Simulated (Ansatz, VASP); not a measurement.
**Two plane-wave programs on C**

INCAR

```
SYSTEM = C
ALGO = Normal ; EDIFF = 1E-7
EDIFFG = -0.04 ; ENCUT = 1300
GGA = PS ; GGA_COMPAT = .FALSE.
IBRION = 2 ; ISIF = 3
ISMEAR = 0 ; LASPH = .TRUE.
LCHARG = .FALSE. ; LREAL = .FALSE.
LWAVE = .FALSE. ; NELM = 120
NELMIN = 4 ; NSW = 90
PREC = Accurate ; SIGMA = 0.1
```

File KPOINTS:

```
k-points
0
G
  10 10 10
  0 0 0
```

Contents of POSCAR:

```
C
1.0
   -1.2309364123      1.2309364123      1.8726901807
    1.2309364123     -1.2309364123      1.8726901807
    1.2309364123      1.2309364123     -1.8726901807
C
1
Direct
    0.0000000000      0.0000000000      0.0000000000
```

Input for Ansatz:

```yaml
crystal:
  lattice:
    - [-1.2309364123, 1.2309364123, 1.8726901807]
    - [1.2309364123, -1.2309364123, 1.8726901807]
    - [1.2309364123, 1.2309364123, -1.8726901807]
  atoms:
    - { symbol: C, position: [0.0, 0.0, 0.0] }
basis:
  ecutwfc: 420
kpoints:
  mp_grid: { grid: [10, 10, 10] }
hamiltonian:
  xc: pbesol
scf:
  occupations: { method: gaussian, width: 0.1 }
  lower_state_search: "off"
output:
  forces: true
  stress: true
  eigenvalues: true
relax:
  adjacent_minimum: "off"
  f_tol: 0.04
  max_steps: 70
  cell: { stress_tol: 0.4 }
```

Alike in both runs: task relaxation of cell and atoms; functional PBEsol; k mesh 10 × 10 × 10; occupations gaussian, width 0.1 eV; no spin polarisation.

```csv
,VASP,Ansatz
version,VASP 6.6.1,Ansatz 0.2.0
potentials or method,"VASP PAW PBE potentials, release 64 (C_h), cutoff 1300 eV","scalar-relativistic, plane waves, PAW"
valence electrons in the cell,4,4
```

|  | VASP | Ansatz | Ansatz less VASP |
| --- | --- | --- | --- |
| gap on the k mesh at the Fermi level, each at its own relaxed structure (eV) | none | none | - |
| relaxed volume (Å³/atom) | 7.62 | 8.13 | +0.512 |
| relaxed length of the cell vector where the two differ most in proportion (Å) | 3.161 | 3.342 | +0.1810 |

VASP's potentials were made for PBE, not for PBEsol. A gap of «none» marks a metal or a gap that the smearing closes. One of these differences is far larger than is usual between the two programs; its cause wasn't traced.

The k mesh is coarse, so the values compare programs but aren't converged. Noted on VASP's run: the volume moved by over 15 % at a fixed basis, so the end points are rough.
